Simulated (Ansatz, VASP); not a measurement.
# Two plane-wave programs on As

```
CELL_PARAMETERS angstrom
2.70374 0.00000 0.00000
0.00000 2.70374 0.00000
0.00000 0.00000 2.70374
ATOMIC_POSITIONS crystal
As 0.00000 0.00000 0.00000
```

Alike in both runs: task relaxation of cell and atoms; functional revPBE; k mesh 12 × 12 × 12; occupations fermi-dirac, width 0.1 eV; no spin polarisation.

|  | VASP | Ansatz |
| --- | --- | --- |
| version | VASP 6.6.1 | Ansatz 0.2.0 |
| potentials or method | VASP PAW PBE potentials, release 64 (As), cutoff 600 eV | plane waves (420 eV) with PAW, scalar-relativistic |
| valence electrons in the cell | 5 | 15 |

|  | VASP | Ansatz | Ansatz less VASP |
| --- | --- | --- | --- |
| relaxed volume (Å³/atom) | 20.78 | 20.75 | -0.024 |
| relaxed cell length with the largest relative difference (Å) | 2.749 | 2.748 | -0.0011 |

VASP's potentials were made for PBE, not for revPBE. VASP's potentials hold 5 valence electrons a cell and Ansatz's 15, so a difference there can come from the potentials and not from the codes.
